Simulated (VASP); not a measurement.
**Ge: single point with PBE**

The system is Ge.

```xyz
1
Lattice="-1.4589 1.4589 2.2909 1.4589 -1.4589 2.2909 1.4589 1.4589 -2.2909" Properties=species:S:1:pos:R:3 pbc="T T T"
Ge    0.0000    0.0000    0.0000
```

```yaml
Program: VASP 6.6.1
Task: single point
Functional: PBE
Potentials_or_basis: VASP PAW PBE potentials, release 64 (Ge_d)
Cutoff: 520 eV
k_mesh: 26 × 26 × 26
Occupations: gaussian, width 0.1 eV
Spin: no spin polarisation
Dipole_correction: no
Further_INCAR_settings: ALGO = Normal; EDIFF = 1e-06; NBANDS = 13
```

```
Pressure               : -0.1 GPa
Band gap on the k mesh : zero (band 7 reaches 15.00 eV, above the bottom of band 8 at 3.69 eV)
```

Levels at points of the mesh, in eV from the Fermi level:
| k point | band 3 | band 4 | band 5 | band 6 | band 7 | band 8 | band 9 | band 10 | band 11 | band 12 |
| --- | --- | --- | --- | --- | --- | --- | --- | --- | --- | --- |
| (0.00, 0.00, 0.00) | -24.77 | -24.76 | -24.71 | -12.96 | 8.50 | 8.65 | 8.65 | 13.35 | 14.22 | 14.22 |
| (0.50, 0.00, 0.00) | -24.76 | -24.70 | -24.69 | -7.86 | -5.38 | 5.45 | 7.69 | 10.22 | 13.24 | 13.68 |
| (0.50, 0.50, 0.00) | -24.70 | -24.70 | -24.66 | -5.04 | -3.79 | 1.63 | 2.55 | 5.72 | 6.34 | 24.11 |
| (0.50, 0.50, 0.50) | -24.69 | -24.69 | -24.69 | -6.86 | -4.82 | 3.64 | 3.64 | 7.49 | 7.59 | 28.25 |

Wall time 5.1 min on 1 thread of AMD EPYC 7R13, with other jobs on the host, peak memory 0.38 GiB.
